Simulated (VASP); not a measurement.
# AgBr (Fm-3m) in VASP: single point with PBE

Aim: the single point of AgBr with PBE.

All numbers are computed with VASP 6.6.1; they aren't measurements. Logs are shortened: lines on timing, memory, paths and dates and some standing lists are left out, and cuts for length are marked.

## 1. The cell of the first run

It takes space group Fm-3m (No. 225, cubic). The conventional cell has a = 5.724 Å, b = 5.724 Å, c = 5.724 Å, α = 90.00°, β = 90.00°, γ = 90.00°. Ag (site symmetry m-3m) has 6 Br at 2.86 Å within 3.8 Å. Br (site symmetry m-3m) has 6 Ag at 2.86 Å within 3.8 Å.

## 2. Single point, PBE

Input file INCAR:

```
SYSTEM = AgBr
PREC = Accurate
ENCUT = 500
EDIFF = 1E-6
ISMEAR = -1
SIGMA = 0.02
LREAL = .FALSE.
LASPH = .TRUE.
NELM = 120
ALGO = Normal
ISIF = 2
LWAVE = .FALSE.
LCHARG = .TRUE.
GGA = PE
LELF = .TRUE.
LVHAR = .TRUE.
NBANDS = 16
GGA_COMPAT = .FALSE.
```

Input file KPOINTS:

```
regular mesh
0
G
  7 7 7
  0 0 0
```

Input file POSCAR:

```
AgBr
1.0
    0.0000000000      2.8617963323      2.8617963323
    2.8617963323      0.0000000000      2.8617963323
    2.8617963323      2.8617963323      0.0000000000
Ag Br
1 1
Direct
    0.5000000000      0.5000000000      0.5000000000
    0.0000000000      0.0000000000      0.0000000000
```

Potentials or basis: VASP PAW PBE potentials, release 64 (Ag, Br).

Command:

```bash
$ cat potpaw_PBE.64/Ag/POTCAR potpaw_PBE.64/Br/POTCAR > POTCAR
$ mpirun -np 1 vasp_std > vasp.out
```

OUTCAR:

```text
SYSTEM = AgBr
   PREC = Accurate
   ENCUT = 500
   EDIFF = 1E-6
   ISMEAR = -1
   LREAL = .FALSE.
   LASPH = .TRUE.
   NELM = 120
   ISIF = 2
   GGA = PE

 ion  position               nearest neighbor table
   1  0.500  0.500  0.500-   2 2.86   2 2.86   2 2.86   2 2.86   2 2.86   2 2.86
   2  0.000  0.000  0.000-   1 2.86   1 2.86   1 2.86   1 2.86   1 2.86   1 2.86

  LATTYP: Found a face centered cubic cell.
 ALAT       =     5.7235926646

  Lattice vectors:

 A1 = (   0.0000000000,   2.8617963323,   2.8617963323)
 A2 = (   2.8617963323,   0.0000000000,   2.8617963323)
 A3 = (   2.8617963323,   2.8617963323,   0.0000000000)

Analysis of symmetry for initial positions (statically):
=====================================================================
 Subroutine PRICEL returns:
 Original cell was already a primitive cell.

 Routine SETGRP: Setting up the symmetry group for a
 face centered cubic supercell.

 Subroutine GETGRP returns: Found 48 space group operations
 (whereof 48 operations were pure point group operations)
 out of a pool of 48 trial point group operations.

The static configuration has the point symmetry O_h .

Analysis of symmetry for dynamics (positions and initial velocities):
=====================================================================
 Subroutine PRICEL returns:
 Original cell was already a primitive cell.

 Routine SETGRP: Setting up the symmetry group for a
 face centered cubic supercell.

 Subroutine GETGRP returns: Found 48 space group operations
 (whereof 48 operations were pure point group operations)
 out of a pool of 48 trial point group operations.

The dynamic configuration has the point symmetry O_h .

 Subroutine INISYM returns: Found 48 space group operations
 (whereof 48 operations are pure point group operations),
 and found     1 'primitive' translations

----------------------------------------------------------------------------------------

                                     Primitive cell

  volume of cell :      46.8755

  direct lattice vectors                    reciprocal lattice vectors
     0.000000000  2.861796332  2.861796332    -0.174715438  0.174715438  0.174715438
     2.861796332  0.000000000  2.861796332     0.174715438 -0.174715438  0.174715438
     2.861796332  2.861796332  0.000000000     0.174715438  0.174715438 -0.174715438

  length of vectors
     4.047191186  4.047191186  4.047191186     0.302616016  0.302616016  0.302616016

  position of ions in fractional coordinates (direct lattice)
     0.500000000  0.500000000  0.500000000
     0.000000000  0.000000000  0.000000000

  ion indices of the primitive-cell ions
   primitive index   ion index
                 1           1
                 2           2

----------------------------------------------------------------------------------------

 KPOINTS: regular mesh

Automatic generation of k-mesh.
 Grid dimensions read from file:
 generate k-points for:    7    7    7

 Generating k-lattice:

  Cartesian coordinates                     Fractional coordinates (reciprocal lattice)
    -0.024959348  0.024959348  0.024959348     0.142857143  0.000000000  0.000000000
     0.024959348 -0.024959348  0.024959348     0.000000000  0.142857143  0.000000000
     0.024959348  0.024959348 -0.024959348     0.000000000  0.000000000  0.142857143

  Length of vectors
     0.043230859  0.043230859  0.043230859

  Shift w.r.t. Gamma in fractional coordinates (k-lattice)
     0.000000000  0.000000000  0.000000000

 Subroutine IBZKPT returns following result:
 ===========================================

 Found     20 irreducible k-points:

 Following reciprocal coordinates:
            Coordinates               Weight
  0.000000  0.000000  0.000000      1.000000
  0.142857  0.000000  0.000000      8.000000
  0.285714  0.000000  0.000000      8.000000
  0.428571  0.000000  0.000000      8.000000
  0.142857  0.142857  0.000000      6.000000
  0.285714  0.142857  0.000000     24.000000
[... 12 lines left out ...]
 -0.428571  0.428571  0.142857     24.000000
 -0.285714  0.428571  0.142857     24.000000
   k-points           NKPTS =     20   k-points in BZ     NKDIM =     20   number of bands    NBANDS=     16
   number of dos      NEDOS =    301   number of ions     NIONS =      2
   total plane-waves  NPLWV =  27000
   dimension x,y,z NGX =    30 NGY =   30 NGZ =   30
   dimension x,y,z NGXF=    60 NGYF=   60 NGZF=   60
   ions per type =               1   1
   NGX,Y,Z   is equivalent  to a cutoff of  12.32, 12.32, 12.32 a.u.
   NGXF,Y,Z  is equivalent  to a cutoff of  24.65, 24.65, 24.65 a.u.
 SYSTEM =  AgBr
   PREC   = accura    normal or accurate (medium, high low for compatibility)
   ISTART =      0    job   : 0-new  1-cont  2-samecut
   ICHARG =      2    charge: 1-file 2-atom 10-const
   ISPIN  =      1    spin polarized calculation?
   LNONCOLLINEAR =      F non collinear calculations
   LSORBIT =      F    spin-orbit coupling
   LASPH  =      T    aspherical Exc in radial PAW
   ENCUT  =  500.0 eV  36.75 Ry    6.06 a.u.   7.38  7.38  7.38*2*pi/ulx,y,z
   NELM   =    120;   NELMIN=  2; NELMDL= -5     # of ELM steps
   EDIFF  = 0.1E-05   stopping-criterion for ELM
   LREAL  =      F    real-space projection
   EDIFFG = 0.1E-04   stopping-criterion for IOM
   NSW    =      0    number of steps for IOM
   IBRION =     -1    ionic relax: 0-MD 1-quasi-New 2-CG
   NFREE  =      0    steps in history (QN), initial steepest desc. (CG)
   ISIF   =      2    stress and relaxation
   ISYM   =      2    0-nonsym 1-usesym 2-fastsym
   POTIM  = 0.5000    time-step for ionic-motion
   TEBEG  =    0.0;   TEEND  =   0.0 temperature during run
   PSTRESS=    0.0 pullay stress
   NELECT =      18.0000    total number of electrons
   NUPDOWN=      -1.0000    fix difference up-down
   EMIN   =  10.00;   EMAX   =-10.00  energy-range for DOS
   EFERMI =   0.00;   METHOD = LEGACY
   ISMEAR =    -1;   SIGMA  =   0.02  broadening in eV -4-tet -1-fermi 0-gaus
   EFERMI_NEDOS =   21; number of points for ismear=-14 and -15
   IALGO  =     38    algorithm
   IMIX   =      4    mixing-type and parameters
     AMIX     =   0.40;   BMIX     =  1.00
     AMIX_MAG =   1.60;   BMIX_MAG =  1.00
  volume/ion in A,a.u.               =      23.44       158.17
  Fermi-wavevector in a.u.,A,eV,Ry     =   1.189918  2.248619 19.264547  1.415904
  Thomas-Fermi vector in A             =   2.326014
   LORBIT       =      0    0 simple, 1 ext, 2 COOP (PROOUT), +10 PAW based schemes
   GGA     = PE    functional components
   LHFCALC =     F    Hartree Fock is set to
   AEXX    =    0.0000 exact exchange contribution
   IVDW    =     0    specifies the selected vdW correction
   LEPSILON=     F    determine dielectric tensor
   LRPA    =     F    only Hartree local field effects (RPA)
 non-spin polarized calculation
  energy-cutoff  :      500.00
  volume of cell :       46.88
 maximum number of plane-waves:      1243
 NGX is ok and might be reduce to    30
   NGX = 15   NGY = 15   NGZ = 15

 number of electron      18.0000001 magnetization

 Free energy of the ion-electron system (eV)
  ---------------------------------------------------
  ext. energy  EPLUGINS =         0.00000000
  ---------------------------------------------------
  free energy    TOTEN  =        -4.97647365 eV

  energy without entropy =       -4.97647365  energy(sigma->0) =       -4.97647365

 E-fermi :   4.0580     XC(G=0):  -9.9053

 val. band max:        3.6557616705   @ k =   0.4286   0.0000   0.0000
 cond. band min:       4.3998627159   @ k =   0.0000   0.0000   0.0000
 fundamental gap:      0.7441010454
 Fermi energy:         4.0580336752

 k-point     1 :       0.0000    0.0000    0.0000
  band No.  band energies     occupation
      1     -11.4095      2.00000
      2       0.8940      2.00000
      3       0.8940      2.00000
      4       0.8940      2.00000
      5       0.8944      2.00000
      6       0.8944      2.00000
[... 8 lines left out ...]
     15      15.5564      0.00000
     16      15.5564      0.00000

 k-point     2 :       0.1429    0.0000    0.0000
  band No.  band energies     occupation
      1     -11.3293      2.00000
      2       0.4056      2.00000
      3       0.4079      2.00000
      4       0.4079      2.00000
      5       0.9506      2.00000
      6       0.9506      2.00000
[... 8 lines left out ...]
     15      14.6633      0.00000
     16      15.0313      0.00000

 k-point     3 :       0.2857    0.0000    0.0000
  band No.  band energies     occupation
      1     -11.1387      2.00000
      2      -0.7603      2.00000
      3      -0.1548      2.00000
      4      -0.1548      2.00000
      5       1.0818      2.00000
      6       1.0818      2.00000
[... 8 lines left out ...]
     15      15.3587      0.00000
     16      15.3587      0.00000

 k-point     4 :       0.4286    0.0000    0.0000
  band No.  band energies     occupation
      1     -10.9740      2.00000
      2      -1.5141      2.00000
      3      -0.4642      2.00000
      4      -0.4642      2.00000
      5       1.1913      2.00000
      6       1.1913      2.00000
[... 8 lines left out ...]
     15      16.6071      0.00000
     16      16.6071      0.00000
[... 248 lines left out ...]
 k-point    18 :      -0.4286    0.2857    0.1429
  band No.  band energies     occupation
      1     -10.9265      2.00000
      2      -1.0673      2.00000
      3      -0.4086      2.00000
      4      -0.2288      2.00000
      5       1.1319      2.00000
      6       1.2229      2.00000
[... 8 lines left out ...]
     15      16.7705      0.00000
     16      18.2337      0.00000

 k-point    19 :      -0.4286    0.4286    0.1429
  band No.  band energies     occupation
      1     -10.9138      2.00000
      2      -0.6922      2.00000
      3      -0.1826      2.00000
      4       0.0924      2.00000
      5       1.1537      2.00000
      6       1.2557      2.00000
[... 8 lines left out ...]
     15      17.5612      0.00000
     16      18.9195      0.00000

 k-point    20 :      -0.2857    0.4286    0.1429
  band No.  band energies     occupation
      1     -10.8912      2.00000
      2      -0.6506      2.00000
      3      -0.3592      2.00000
      4      -0.2423      2.00000
      5       1.1729      2.00000
      6       1.2666      2.00000
[... 8 lines left out ...]
     15      16.5134      0.00000
     16      19.0291      0.00000

------------------------ aborting loop because EDIFF is reached ----------------------------------------

  FORCE on cell =-STRESS in cart. coord.  units (eV):
  Direction    XX          YY          ZZ          XY          YZ          ZX
  --------------------------------------------------------------------------------------
  -------------------------------------------------------------------------------------
  Total        0.8018441      0.8018441      0.8018441      0.0000000     -0.0000000      0.0000000
  in kB       27.4065493     27.4065493     27.4065493      0.0000000     -0.0000000      0.0000000
  external PRESSURE =      27.4065493 kB  Pullay stress =       0.0000000 kB

 VOLUME and BASIS-vectors are now :
 -----------------------------------------------------------------------------
  energy-cutoff  :      500.00
  volume of cell :       46.88
      direct lattice vectors                 reciprocal lattice vectors
     0.000000000  2.861796332  2.861796332    -0.174715438  0.174715438  0.174715438
     2.861796332  0.000000000  2.861796332     0.174715438 -0.174715438  0.174715438
     2.861796332  2.861796332  0.000000000     0.174715438  0.174715438 -0.174715438

 POSITION                                       TOTAL-FORCE (eV/Angst)
 -----------------------------------------------------------------------------------
      2.86180      2.86180      2.86180        -0.000000     -0.000000     -0.000000
      0.00000      0.00000      0.00000         0.000000      0.000000      0.000000
 -----------------------------------------------------------------------------------
    total drift:                                0.000000      0.000000      0.000000

  FREE ENERGIE OF THE ION-ELECTRON SYSTEM (eV)
  ---------------------------------------------------
  free  energy   TOTEN  =        -4.9764736537 eV

  energy  without entropy=       -4.9764736535  energy(sigma->0) =       -4.97647365
```

Wall time 7.1 s (1 thread of Intel Xeon 6975P-C (Granite Rapids), shared host); peak memory 0.17 GiB.

Results:

* Free energy: -4.9765 eV
* Pressure: 2.7 GPa
* Band gap on the k mesh: 0.74 eV, indirect (least direct gap 2.64 eV)
